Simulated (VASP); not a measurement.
# FNa in VASP: single point with AM05

Aim: the single point of FNa with AM05.

All numbers are computed with VASP 6.6.1; they aren't measurements. Logs are shortened: lines on timing, memory, paths and dates and some standing lists are left out, and cuts for length are marked.

## 1. The cell of the first run

The cell holds a molecule in a box, 2 atoms: a = 11.000 Å, b = 10.000 Å, c = 10.000 Å, α = 90.00°, β = 90.00°, γ = 90.00°.

## 2. Single point, AM05

Input file POSCAR:

```
NaF
1.0
   11.0000000000      0.0000000000      0.0000000000
    0.0000000000     10.0000000000      0.0000000000
    0.0000000000      0.0000000000     10.0000000000
F Na
1 1
Direct
    0.4267409100      0.5291200000      0.4609550000
    0.5756227300      0.4750800000      0.5458450000
```

Input file INCAR.step1:

```
ISMEAR = 0 ; SIGMA = 0.03
LWAVE = T ; LCHARG = T
ISIF = 0 ; NELM = 100
ALGO = Normal ; PREC = Accurate
LASPH = T ; LREAL = F
EDIFF = 1E-5 ; GGA_COMPAT = F
ENCUT = 520 ; EFERMI = MIDGAP
NELMDL = -8 ; GGA = PE
```

Input file INCAR.step2:

```
GGA = AM ; ISMEAR = 0
SIGMA = 0.03 ; LWAVE = F
LCHARG = F ; ISIF = 0
NELM = 100 ; ALGO = All
PREC = Accurate ; LASPH = T
LREAL = F ; EDIFF = 1E-6
GGA_COMPAT = F ; ENCUT = 520
EFERMI = MIDGAP ; NELMDL = -8
ISTART = 1 ; ISEARCH = 1
```

Input file KPOINTS:

```
k-points
0
Gamma
  1 1 1
```

Potentials or basis: VASP PAW PBE potentials, release 64 (F, Na_pv).

Started as:

```sh
> cat potpaw_PBE.64/F/POTCAR potpaw_PBE.64/Na_pv/POTCAR > POTCAR
> cp INCAR.step1 INCAR
> mpirun -np 1 vasp_gam > vasp.out
> cp INCAR.step2 INCAR
> mpirun -np 1 vasp_gam > vasp.out
```

OUTCAR:

```text
GGA = AM
   ISMEAR = 0
   ISIF = 0
   NELM = 100
   PREC = Accurate
   LASPH = T
   LREAL = F
   EDIFF = 1E-6
   ENCUT = 520
   EFERMI = MIDGAP
   NELMDL = -8
   ISTART = 1

 Found      1 irreducible k-points:

 Following reciprocal coordinates:
            Coordinates               Weight
  0.000000  0.000000  0.000000      1.000000
   k-points           NKPTS =      1   k-points in BZ     NKDIM =      1   number of bands    NBANDS=     11
   number of dos      NEDOS =    301   number of ions     NIONS =      2
   total plane-waves  NPLWV = 537600
   dimension x,y,z NGX =    84 NGY =   80 NGZ =   80
   dimension x,y,z NGXF=   168 NGYF=  160 NGZF=  160
   ions per type =               1   1
   NGX,Y,Z   is equivalent  to a cutoff of  12.70, 13.30, 13.30 a.u.
   NGXF,Y,Z  is equivalent  to a cutoff of  25.39, 26.60, 26.60 a.u.
 SYSTEM =  unknown system
   PREC   = accura    normal or accurate (medium, high low for compatibility)
   ISTART =      1    job   : 0-new  1-cont  2-samecut
   ICHARG =      0    charge: 1-file 2-atom 10-const
   ISPIN  =      1    spin polarized calculation?
   LNONCOLLINEAR =      F non collinear calculations
   LSORBIT =      F    spin-orbit coupling
   LASPH  =      T    aspherical Exc in radial PAW
   ENCUT  =  520.0 eV  38.22 Ry    6.18 a.u.  20.45 18.59 18.59*2*pi/ulx,y,z
   NELM   =    100;   NELMIN=  2; NELMDL= -8     # of ELM steps
   EDIFF  = 0.1E-05   stopping-criterion for ELM
   LREAL  =      F    real-space projection
   EDIFFG = 0.1E-04   stopping-criterion for IOM
   NSW    =      0    number of steps for IOM
   IBRION =     -1    ionic relax: 0-MD 1-quasi-New 2-CG
   NFREE  =      0    steps in history (QN), initial steepest desc. (CG)
   ISIF   =      0    stress and relaxation
   ISYM   =      2    0-nonsym 1-usesym 2-fastsym
   POTIM  = 0.5000    time-step for ionic-motion
   TEBEG  =    0.0;   TEEND  =   0.0 temperature during run

   SCALEE = 1.0000    scale energy and forces
   PSTRESS=    0.0 pullay stress
   NELECT =      14.0000    total number of electrons
   NUPDOWN=      -1.0000    fix difference up-down
   EMIN   =  10.00;   EMAX   =-10.00  energy-range for DOS
   EFERMI =   0.00;   METHOD = MIDGAP
   ISMEAR =     0;   SIGMA  =   0.03  broadening in eV -4-tet -1-fermi 0-gaus
   EFERMI_NEDOS =   21; number of points for ismear=-14 and -15
   IALGO  =     58    algorithm
   IMIX   =      4    mixing-type and parameters
     AMIX     =   0.40;   BMIX     =  1.00
     AMIX_MAG =   1.60;   BMIX_MAG =  1.00
  volume/ion in A,a.u.               =     550.00      3711.58
  Fermi-wavevector in a.u.,A,eV,Ry     =   0.382226  0.722302  1.987764  0.146097
  Thomas-Fermi vector in A             =   1.318299
   LORBIT       =      0    0 simple, 1 ext, 2 COOP (PROOUT), +10 PAW based schemes
   GGA     = AM    functional components
   LHFCALC =     F    Hartree Fock is set to
   AEXX    =    0.0000 exact exchange contribution
   IVDW    =     0    specifies the selected vdW correction
   LEPSILON=     F    determine dielectric tensor
   LRPA    =     F    only Hartree local field effects (RPA)

   CSHIFT  =0.1000    complex shift for real part using Kramers Kronig

   OMEGAMAX=  -1.0    maximum frequency
 non-spin polarized calculation
 Gauss-broadening in eV      SIGMA  =   0.03
  energy-cutoff  :      520.00
  volume of cell :     1100.00
 maximum number of plane-waves:     14859
 NGX is ok and might be reduce to    84
   NGX = 41   NGY = 37   NGZ = 37

 number of electron      13.9999997 magnetization

 Free energy of the ion-electron system (eV)
  ---------------------------------------------------
  ext. energy  EPLUGINS =         0.00000000
  ---------------------------------------------------
  free energy    TOTEN  =        -5.97018348 eV

  energy without entropy =       -5.97017595  energy(sigma->0) =       -5.97017972

 E-fermi :  -4.7922     XC(G=0):  -1.8864

 val. band max:       -4.9332437556   @ k =   0.0000   0.0000   0.0000
 cond. band min:       0.4988167769   @ k =   0.0000   0.0000   0.0000
 fundamental gap:      5.4320605326
 Fermi energy:        -4.7921513292

 k-point     1 :       0.0000    0.0000    0.0000
  band No.  band energies     occupation
      1     -28.2250      2.00000
      2     -28.2246      2.00000
      3     -28.1881      2.00000
      4     -23.0720      2.00000
      5      -5.1503      2.00000
      6      -4.9343      2.00000
      7      -4.9332      2.00000
      8       1.5929      0.00000
      9       2.1191      0.00000
     10       1.0392      0.00000
     11       0.4988      0.00000

------------------------ aborting loop because EDIFF is reached ----------------------------------------

 VOLUME and BASIS-vectors are now :
 -----------------------------------------------------------------------------
  energy-cutoff  :      520.00
  volume of cell :     1100.00
      direct lattice vectors                 reciprocal lattice vectors
    11.000000000  0.000000000  0.000000000     0.090909091  0.000000000  0.000000000
     0.000000000 10.000000000  0.000000000     0.000000000  0.100000000  0.000000000
     0.000000000  0.000000000 10.000000000     0.000000000  0.000000000  0.100000000

 POSITION                                       TOTAL-FORCE (eV/Angst)
 -----------------------------------------------------------------------------------
      4.69415      5.29120      4.60955        -0.301995      0.106562     -0.166512
      6.33185      4.75080      5.45845         0.301995     -0.106562      0.166512
 -----------------------------------------------------------------------------------
    total drift:                                0.001163      0.001060      0.003275

  FREE ENERGIE OF THE ION-ELECTRON SYSTEM (eV)
  ---------------------------------------------------
  free  energy   TOTEN  =        -5.9701834804 eV

  energy  without entropy=       -5.9701834804  energy(sigma->0) =       -5.97018348
```

Run time: 15 min. Hardware: 1 thread of Intel Xeon Platinum 8259CL at 2.50GHz (Skylake/Cascade Lake), shared host; peak memory 0.9 GiB.

What came out:

| Quantity | Value |
| --- | --- |
| Free energy | -5.9702 eV |
| Largest force | 0.361 eV/Å |
| Gap between the frontier levels | 6.53 eV |

Forces on the atoms (eV/Å):
```
F   -0.302  0.107 -0.167
Na   0.302 -0.107  0.167
```

Levels at points of the mesh, in eV from the valence-band top:
| k point | band 5 | band 6 | band 7 | band 8 | band 9 | band 10 |
| --- | --- | --- | --- | --- | --- | --- |
| (0.00, 0.00, 0.00) | -0.22 | 0.00 | 0.00 | 6.53 | 7.05 | 5.97 |

Caveat: the PAW data sets were made with another functional, which shifts forces and pressure a little.
